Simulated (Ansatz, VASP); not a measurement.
**Na: VASP beside Ansatz**

POSCAR

```
Na
1.0
    0.0000000000      3.7061924832      3.7061924832
    3.7061924832      0.0000000000      3.7061924832
    3.7061924832      3.7061924832      0.0000000000
Na
2
Direct
    0.1250000000      0.1250000000      0.1250000000
    0.8750000000      0.8750000000      0.8750000000
```

File INCAR.step1:

```
SYSTEM = Na
ALGO = Normal
EDIFF = 1E-4
ENCUT = 600
GGA = PE
ISMEAR = -1
LASPH = .True.
LCHARG = .False.
LREAL = .False.
LWAVE = .True.
NELM = 100
PREC = Accurate
SIGMA = 0.1
```

File INCAR.step2:

```
SYSTEM = Na
ALGO = Normal
EDIFF = 1E-6
EDIFFG = -0.01
ENCUT = 600
IBRION = 2
ISIF = 3
ISMEAR = -1
ISTART = 1
LASPH = .True.
LCHARG = .False.
LMIXTAU = .True.
LREAL = .False.
LWAVE = .False.
METAGGA = R2SCAN
NELM = 100
NSW = 80
PREC = Accurate
SIGMA = 0.1
```

KPOINTS

```
k-points
0
Gamma
  8 8 8
  0 0 0
```

Input for Ansatz:

```yaml
crystal:
  lattice:
    - [0.0, 3.7061924832, 3.7061924832]
    - [3.7061924832, 0.0, 3.7061924832]
    - [3.7061924832, 3.7061924832, 0.0]
  atoms:
    - { symbol: Na, position: [0.125, 0.125, 0.125] }
    - { symbol: Na, position: [0.875, 0.875, 0.875] }
hamiltonian:
  xc: r2scan
  pseudopotentials:
    kind: paw
    azcp:
      Na: "pseudopotentials/Na.paw.azcp"
basis:
  ecutwfc: 500
  fft_grid_basis: typed
kpoints:
  mp_grid: { grid: [8, 8, 8], shift: [0, 0, 0] }
magnetization:
  spin_polarized: false
scf:
  occupations: { method: fermi_dirac, width: 0.1 }
relax:
  max_steps: 60
  f_tol: 0.01
  cell: {}
```

Alike in both runs: task relaxation of cell and atoms; functional r2SCAN; k mesh 8 × 8 × 8; occupations fermi-dirac, width 0.1 eV; no spin polarisation.

|  | VASP | Ansatz |
| --- | --- | --- |
| version | VASP 6.6.1 | Ansatz 0.2.0 |
| potentials or method | VASP PAW PBE potentials, release 64 (Na_pv), cutoff 600 eV | plane waves (500 eV) with PAW, scalar-relativistic |
| valence electrons in the cell | 14 | 18 |

VASP gave:

| Item | Value |
| --- | --- |
| relaxed volume (Å³/atom) | 55.43 |
| relaxed length of the cell vector where the two differ most in proportion (Å) | 5.392 |

Estimate Ansatz's values.

relaxed volume (Å³/atom): 55.52; relaxed length of the cell vector where the two differ most in proportion (Å): 5.395.

VASP's potentials were made for PBE, not for r2SCAN. VASP's potentials hold 14 valence electrons a cell and Ansatz's 18, so a difference there can come from the potentials and not from the codes.
